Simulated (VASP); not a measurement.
# Ir (Fm-3m) in VASP: further runs

Runs on Ir. Level: PBEsol. Tasks: elastic constants.

Program: VASP 6.6.1. These are calculated values, not measurements. Logs are shortened: lines on timing, memory, paths and dates and some standing lists are left out, and cuts for length are marked.

## (1) The cell of the first run

Symmetry: Fm-3m, No. 225, cubic system. Conventional cell: a = 3.800 Å, b = 3.800 Å, c = 3.800 Å, α = 90.00°, β = 90.00°, γ = 90.00°. Ir (site symmetry m-3m) has 12 Ir at 2.69 Å within 3.5 Å.

## (2) Elastic constants, PBEsol

INCAR reads:

```
SYSTEM = Ir
PREC = Accurate
ENCUT = 600
EDIFF = 1E-8
ISMEAR = -1
SIGMA = 0.05
LREAL = .False.
LASPH = .True.
NELM = 80
ALGO = Normal
ISIF = 3
LWAVE = .False.
LCHARG = .True.
GGA = PS
IBRION = 6
NFREE = 2
POTIM = 0.015
NSW = 1
```

KPOINTS reads:

```
regular mesh
0
Gamma
  24 24 24
  0 0 0
```

POSCAR reads:

```
Ir
1.0
    0.0000000000      1.8997604892      1.8997604892
    1.8997604892      0.0000000000      1.8997604892
    1.8997604892      1.8997604892      0.0000000000
Ir
1
Direct
    0.0000000000      0.0000000000      0.0000000000
```

Potentials or basis: VASP PAW PBE potentials, release 64 (Ir).

The run is started by

```bash
$ cat potpaw_PBE.64/Ir/POTCAR > POTCAR
$ mpirun -np 1 vasp_std > vasp.out
```

OUTCAR:

```text
SYSTEM = Ir
   PREC = Accurate
   ENCUT = 600
   EDIFF = 1E-8
   ISMEAR = -1
   LREAL = .False.
   LASPH = .True.
   NELM = 80
   ISIF = 3
   GGA = PS
   IBRION = 6
   NFREE = 2
   POTIM = 0.015
   NSW = 1

 ion  position               nearest neighbor table
   1  0.000  0.000  0.000-

  LATTYP: Found a face centered cubic cell.
 ALAT       =     3.7995209784

  Lattice vectors:

 A1 = (   0.0000000000,   1.8997604892,   1.8997604892)
 A2 = (   1.8997604892,   0.0000000000,   1.8997604892)
 A3 = (   1.8997604892,   1.8997604892,   0.0000000000)

Analysis of symmetry for initial positions (statically):
=====================================================================
 Subroutine PRICEL returns:
 Original cell was already a primitive cell.

 Routine SETGRP: Setting up the symmetry group for a
 face centered cubic supercell.

 Subroutine GETGRP returns: Found 48 space group operations
 (whereof 48 operations were pure point group operations)
 out of a pool of 48 trial point group operations.

The static configuration has the point symmetry O_h .

Analysis of symmetry for dynamics (positions and initial velocities):
=====================================================================
 Subroutine PRICEL returns:
 Original cell was already a primitive cell.

 Routine SETGRP: Setting up the symmetry group for a
 face centered cubic supercell.

 Subroutine GETGRP returns: Found 48 space group operations
 (whereof 48 operations were pure point group operations)
 out of a pool of 48 trial point group operations.

The dynamic configuration has the point symmetry O_h .

 Subroutine INISYM returns: Found 48 space group operations
 (whereof 48 operations are pure point group operations),
 and found     1 'primitive' translations

----------------------------------------------------------------------------------------

                                     Primitive cell

  volume of cell :      13.7128

  direct lattice vectors                    reciprocal lattice vectors
     0.000000000  1.899760489  1.899760489    -0.263191072  0.263191072  0.263191072
     1.899760489  0.000000000  1.899760489     0.263191072 -0.263191072  0.263191072
     1.899760489  1.899760489  0.000000000     0.263191072  0.263191072 -0.263191072

  length of vectors
     2.686667049  2.686667049  2.686667049     0.455860309  0.455860309  0.455860309

  position of ions in fractional coordinates (direct lattice)
     0.000000000  0.000000000  0.000000000

  ion indices of the primitive-cell ions
   primitive index   ion index
                 1           1

----------------------------------------------------------------------------------------

 KPOINTS: regular mesh

Automatic generation of k-mesh.
 Grid dimensions read from file:
 generate k-points for:   24   24   24

 Generating k-lattice:

  Cartesian coordinates                     Fractional coordinates (reciprocal lattice)
    -0.010966295  0.010966295  0.010966295     0.041666667  0.000000000  0.000000000
     0.010966295 -0.010966295  0.010966295     0.000000000  0.041666667  0.000000000
     0.010966295  0.010966295 -0.010966295     0.000000000  0.000000000  0.041666667

  Length of vectors
     0.018994180  0.018994180  0.018994180

  Shift w.r.t. Gamma in fractional coordinates (k-lattice)
     0.000000000  0.000000000  0.000000000

 Subroutine IBZKPT returns following result:
 ===========================================

 Found    413 irreducible k-points:

 Following reciprocal coordinates:
            Coordinates               Weight
  0.000000  0.000000  0.000000      1.000000
  0.041667  0.000000  0.000000      8.000000
  0.083333  0.000000  0.000000      8.000000
  0.125000  0.000000  0.000000      8.000000
  0.166667  0.000000  0.000000      8.000000
  0.208333  0.000000  0.000000      8.000000
[... 16 lines left out ...]
  0.416667  0.041667  0.000000     24.000000
  0.458333  0.041667  0.000000     24.000000
 [... further k-points ...]
   k-points           NKPTS =    413   k-points in BZ     NKDIM =    413   number of bands    NBANDS=      8
   number of dos      NEDOS =    301   number of ions     NIONS =      1
   total plane-waves  NPLWV =  13824
[... 17 lines left out ...]
   EDIFFG = 0.1E-06   stopping-criterion for IOM
   NSW    =     49    number of steps for IOM
   IBRION =      6    ionic relax: 0-MD 1-quasi-New 2-CG
   NFREE  =      2    steps in history (QN), initial steepest desc. (CG)
   ISIF   =      3    stress and relaxation
   ISYM   =      2    0-nonsym 1-usesym 2-fastsym
   POTIM  = 0.0150    time-step for ionic-motion
   TEBEG  =    0.0;   TEEND  =   0.0 temperature during run
   PSTRESS=    0.0 pullay stress
   NELECT =       9.0000    total number of electrons
   NUPDOWN=      -1.0000    fix difference up-down
   EMIN   =  10.00;   EMAX   =-10.00  energy-range for DOS
   EFERMI =   0.00;   METHOD = LEGACY
   ISMEAR =    -1;   SIGMA  =   0.05  broadening in eV -4-tet -1-fermi 0-gaus
   EFERMI_NEDOS =   21; number of points for ismear=-14 and -15
   IALGO  =     38    algorithm
   IMIX   =      4    mixing-type and parameters
     AMIX     =   0.40;   BMIX     =  1.00
     AMIX_MAG =   1.60;   BMIX_MAG =  1.00
  volume/ion in A,a.u.               =      13.71        92.54
  Fermi-wavevector in a.u.,A,eV,Ry     =   1.422701  2.688514 27.539236  2.024077
  Thomas-Fermi vector in A             =   2.543376
   LORBIT       =      0    0 simple, 1 ext, 2 COOP (PROOUT), +10 PAW based schemes
   GGA     = PS    functional components
   LHFCALC =     F    Hartree Fock is set to
   AEXX    =    0.0000 exact exchange contribution
   IVDW    =     0    specifies the selected vdW correction
   LEPSILON=     F    determine dielectric tensor
   LRPA    =     F    only Hartree local field effects (RPA)
 finite differences with symmetry
 non-spin polarized calculation
  energy-cutoff  :      600.00
  volume of cell :       13.71
 maximum number of plane-waves:       471
 NGX is ok and might be reduce to    24
   NGX = 11   NGY = 11   NGZ = 11

--------------------------------------- Ionic step        1  -------------------------------------------

 number of electron       9.0000000 magnetization

 Free energy of the ion-electron system (eV)
  ---------------------------------------------------
  ext. energy  EPLUGINS =         0.00000000
  ---------------------------------------------------
  free energy    TOTEN  =        -9.80997875 eV

  energy without entropy =       -9.80268855  energy(sigma->0) =       -9.80633365

------------------------ aborting loop because EDIFF is reached ----------------------------------------

  FORCE on cell =-STRESS in cart. coord.  units (eV):
  Direction    XX          YY          ZZ          XY          YZ          ZX
  --------------------------------------------------------------------------------------
  -------------------------------------------------------------------------------------
  Total        0.9658919      0.9658919      0.9658919     -0.0000000     -0.0000000      0.0000000
  in kB      112.8528586    112.8528586    112.8528586     -0.0000000     -0.0000000      0.0000000
  external PRESSURE =     112.8528586 kB  Pullay stress =       0.0000000 kB
[... 86 lines left out ...]
  FREE ENERGIE OF THE ION-ELECTRON SYSTEM (eV)
  ---------------------------------------------------
  free  energy   TOTEN  =        -9.7883386109 eV

  energy  without entropy=       -9.7812507214  energy(sigma->0) =       -9.78479467

[... ionic steps 4 to 12 ...]

--------------------------------------- Ionic step       13  -------------------------------------------

 number of electron       9.0000000 magnetization

------------------------ aborting loop because EDIFF is reached ----------------------------------------
[... 65 lines left out ...]
--------------------------------------- Ionic step       15  -------------------------------------------

 number of electron       9.0000000 magnetization

 Free energy of the ion-electron system (eV)
  ---------------------------------------------------
  ext. energy  EPLUGINS =         0.00000000
  ---------------------------------------------------
  free energy    TOTEN  =        -9.80997881 eV

  energy without entropy =       -9.80268868  energy(sigma->0) =       -9.80633374

 E-fermi :  10.8022     XC(G=0): -14.2850

 val. band max:       10.8004277742   @ k =   0.4167   0.0833   0.0417
 cond. band min:      10.8086151679   @ k =  -0.3750   0.1250   0.0000
 fundamental gap:      0.0081873938
 Fermi energy:        10.8022400435

 k-point     1 :       0.0000    0.0000    0.0000
  band No.  band energies     occupation
      1      -0.7351      2.00000
      2       6.7044      2.00000
      3       6.7044      2.00000
      4       6.7044      2.00000
      5       9.5578      2.00000
      6       9.5578      2.00000
      7      25.0494      0.00000
      8      30.8116      0.00000
[... 243 lines left out ...]
 k-point    24 :       0.4583    0.0417    0.0000
  band No.  band energies     occupation
      1       2.3925      2.00000
      2       6.5643      2.00000
      3       6.7088      2.00000
      4       9.0958      2.00000
      5      11.7038      0.00000
      6      11.8073      0.00000
      7      18.9795      0.00000
      8      24.9146      0.00000

 [... further k-points ...]
[... 5 lines left out ...]
  --------------------------------------------------------------------------------------
  -------------------------------------------------------------------------------------
  Total        0.9680311      0.9680311      0.9680311      0.0000000      0.0000000      0.0000000
  in kB      113.1028008    113.1028008    113.1028008      0.0000000      0.0000000      0.0000000
  external PRESSURE =     113.1028008 kB  Pullay stress =       0.0000000 kB
[... 16 lines left out ...]
  FREE ENERGIE OF THE ION-ELECTRON SYSTEM (eV)
  ---------------------------------------------------
  free  energy   TOTEN  =        -9.8099788110 eV

  energy  without entropy=       -9.8026886754  energy(sigma->0) =       -9.80633374

 INTERNAL STRAIN TENSORS FROM STRAINED CELLS
 ============================================

 INTERNAL STRAIN TENSOR FOR ION    1 for displacements in x,y,z  (eV/Angst):
          X           Y           Z          XY          YZ          ZX
  --------------------------------------------------------------------------------
  x     0.00000    -0.00000     0.00000    -0.00000     0.00000     0.00000
  y     0.00000     0.00000     0.00000     0.00000    -0.00000     0.00000
  z    -0.00000    -0.00000     0.00000     0.00000     0.00000    -0.00000

 INTERNAL STRAIN TENSORS FROM DISPLACED ATOMS
 ============================================

 INTERNAL STRAIN TENSOR FOR ION    1 for displacements in x,y,z  (eV/Angst):
          X           Y           Z          XY          YZ          ZX
  --------------------------------------------------------------------------------
  x     0.00000     0.00000     0.00000     0.00000     0.00000     0.00000
  y     0.00000     0.00000     0.00000     0.00000     0.00000     0.00000
  z     0.00000     0.00000     0.00000     0.00000     0.00000     0.00000

 Eigenvectors and eigenvalues of the dynamical matrix
 ----------------------------------------------------

   1 f/i=    0.000000 THz     0.000000 2PiTHz    0.000000 cm-1     0.000000 meV
             X         Y         Z           dx          dy          dz
      0.000000  0.000000  0.000000     0.707107   -0.707107    0.000000

   2 f/i=    0.000000 THz     0.000000 2PiTHz    0.000000 cm-1     0.000000 meV
             X         Y         Z           dx          dy          dz
      0.000000  0.000000  0.000000    -0.707107   -0.707107    0.000000

   3 f/i=    0.000000 THz     0.000000 2PiTHz    0.000000 cm-1     0.000000 meV
             X         Y         Z           dx          dy          dz
      0.000000  0.000000  0.000000     0.000000    0.000000    1.000000

--------------------------------------------------------------------------------------------------------

 ELASTIC MODULI CONTR FROM IONIC RELAXATION (kBar)
 Direction    XX          YY          ZZ          XY          YZ          ZX
 --------------------------------------------------------------------------------
 XX           0.0000      0.0000      0.0000      0.0000      0.0000      0.0000
 YY           0.0000      0.0000      0.0000      0.0000      0.0000      0.0000
 ZZ           0.0000      0.0000      0.0000      0.0000      0.0000      0.0000
 XY           0.0000      0.0000      0.0000      0.0000      0.0000      0.0000
 YZ           0.0000      0.0000      0.0000      0.0000      0.0000      0.0000
 ZX           0.0000      0.0000      0.0000      0.0000      0.0000      0.0000
 --------------------------------------------------------------------------------

 TOTAL ELASTIC MODULI (kBar)
 Direction    XX          YY          ZZ          XY          YZ          ZX
 --------------------------------------------------------------------------------
 XX        7104.9335   2964.2599   2964.2599      0.0000     -0.0000      0.0000
 YY        2964.2599   7104.9335   2964.2599     -0.0000     -0.0000      0.0000
 ZZ        2964.2599   2964.2599   7104.9335      0.0000     -0.0000     -0.0000
 XY           0.0000     -0.0000      0.0000   3093.4602      0.0000      0.0000
 YZ          -0.0000     -0.0000     -0.0000      0.0000   3093.4602      0.0000
 ZX           0.0000      0.0000     -0.0000      0.0000      0.0000   3093.4602
 --------------------------------------------------------------------------------
```

It took 27 min on 1 thread of Intel Xeon Platinum 8488C (Sapphire Rapids), shared host; peak memory 0.91 GiB.

What came out:

| Property | Result |
| --- | --- |
| Elastic constants C11, C12, C44 | 710, 296, 309 GPa |
| Voigt bulk modulus | 434 GPa |

Elastic tensor in Voigt notation (GPa, in the Cartesian axes of the cell as first typed):
```
710 296 296   0   0   0
296 710 296   0   0   0
296 296 710   0   0   0
  0   0   0 309   0   0
  0   0   0   0 309   0
  0   0   0   0   0 309
```

Clamped-ion elastic tensor (GPa):
```
710 296 296   0   0   0
296 710 296   0   0   0
296 296 710   0   0   0
  0   0   0 309   0   0
  0   0   0   0 309   0
  0   0   0   0   0 309
```

Caveat: the cell is under stress, which shifts elastic constants; the PAW data sets were made with another functional, which shifts forces and pressure a little; spin-orbit coupling is left out, which moves the levels of the heavy elements.

## (3) Elastic constants, PBEsol

This run uses another cell than the first one, of 13.81 Å³/atom, 1.007 times its volume.

INCAR reads:

```
SYSTEM = Ir
PREC     = Accurate       ! precision mode
ENCUT    = 600            ! plane-wave cutoff, eV
EDIFF    = 1E-8           ! SCF threshold, eV
ISMEAR   = -1             ! smearing method
SIGMA    = 0.05           ! smearing width, eV
LREAL    = .FALSE.        ! projectors in reciprocal space
LASPH    = .TRUE.         ! aspherical terms in the spheres
NELM     = 100            ! most SCF steps
ALGO     = Normal         ! electronic algorithm
ISIF     = 3              ! what is computed and relaxed
LWAVE    = .FALSE.        ! write WAVECAR
LCHARG   = .FALSE.        ! write CHGCAR
GGA      = PS             ! functional
NBANDS   = 10             ! bands
IBRION   = 6              ! ionic algorithm
NFREE    = 2            
POTIM    = 0.015          ! step
NSW      = 1              ! ionic steps
```

KPOINTS reads:

```
Automatic mesh
0
G
  24 24 24
  0 0 0
```

POSCAR reads:

```
Ir
1.0
    0.0000000000      1.9041475581      1.9041475581
    1.9041475581      0.0000000000      1.9041475581
    1.9041475581      1.9041475581      0.0000000000
Ir
1
Direct
    0.0000000000      0.0000000000      0.0000000000
```

Potentials or basis: VASP PAW PBE potentials, release 64 (Ir).

The run is started by

```bash
$ cat potpaw_PBE.64/Ir/POTCAR > POTCAR
$ mpirun -np 1 vasp_std > vasp.out
```

Wall time 16 min (1 thread of Intel Xeon 6975P-C (Granite Rapids), shared host); peak memory 1.1 GiB.

It converged, with:

```yaml
Elastic_constants_C11_C12_C44: 693, 287, 301 GPa
Voigt_bulk_modulus: 423 GPa
```

Elastic tensor in Voigt notation (GPa, in the Cartesian axes of the cell as first typed):
```
693 287 287   0   0   0
287 693 287   0   0   0
287 287 693   0   0   0
  0   0   0 301   0   0
  0   0   0   0 301   0
  0   0   0   0   0 301
```

Clamped-ion elastic tensor (GPa):
```
693 287 287   0   0   0
287 693 287   0   0   0
287 287 693   0   0   0
  0   0   0 301   0   0
  0   0   0   0 301   0
  0   0   0   0   0 301
```

Caveat: the cell is under stress, which shifts elastic constants; the PAW data sets were made with another functional, which shifts forces and pressure a little; spin-orbit coupling is left out, which moves the levels of the heavy elements.

## (4) Elastic constants, PBEsol

This run uses another cell than the first one, of 14.01 Å³/atom, 1.022 times its volume.

INCAR reads:

```
PREC     = Accurate       # precision mode
ENCUT    = 600            # plane-wave cutoff, eV
EDIFF    = 1E-8           # SCF threshold, eV
ISMEAR   = -1             # smearing method
SIGMA    = 0.05           # smearing width, eV
LREAL    = False          # projectors in reciprocal space
LASPH    = True           # aspherical terms in the spheres
NELM     = 80             # most SCF steps
ALGO     = Normal         # electronic algorithm
ISIF     = 3              # what is computed and relaxed
LWAVE    = False          # write WAVECAR
LCHARG   = True           # write CHGCAR
GGA      = PS             # functional
IBRION   = 6              # ionic algorithm
NFREE    = 2            
POTIM    = 0.015          # step
NSW      = 1              # ionic steps
```

KPOINTS reads:

```
Automatic mesh
0
Gamma
  24 24 24
```

POSCAR reads:

```
Ir
1.0
    0.0000000000      1.9136038908      1.9136038908
    1.9136038908      0.0000000000      1.9136038908
    1.9136038908      1.9136038908      0.0000000000
Ir
1
Direct
    0.0000000000      0.0000000000      0.0000000000
```

The run is started by

```bash
$ cat potpaw_PBE.64/Ir/POTCAR > POTCAR
$ mpirun -np 1 vasp_std > vasp.out
```

It took 22 min on 1 thread of Intel Xeon Platinum 8488C (Sapphire Rapids), shared host; peak memory 0.93 GiB.

The run converged. Its results:

| Quantity | Value |
| --- | --- |
| Elastic constants C11, C12, C44 | 658, 268, 284 GPa |
| Voigt bulk modulus | 398 GPa |

Elastic tensor in Voigt notation (GPa, in the Cartesian axes of the cell as first typed):
```
658 268 268   0   0   0
268 658 268   0   0   0
268 268 658   0   0   0
  0   0   0 284   0   0
  0   0   0   0 284   0
  0   0   0   0   0 284
```

Clamped-ion elastic tensor (GPa):
```
658 268 268   0   0   0
268 658 268   0   0   0
268 268 658   0   0   0
  0   0   0 284   0   0
  0   0   0   0 284   0
  0   0   0   0   0 284
```

Caveat: the cell is under stress, which shifts elastic constants; the PAW data sets were made with another functional, which shifts forces and pressure a little; spin-orbit coupling is left out, which moves the levels of the heavy elements.
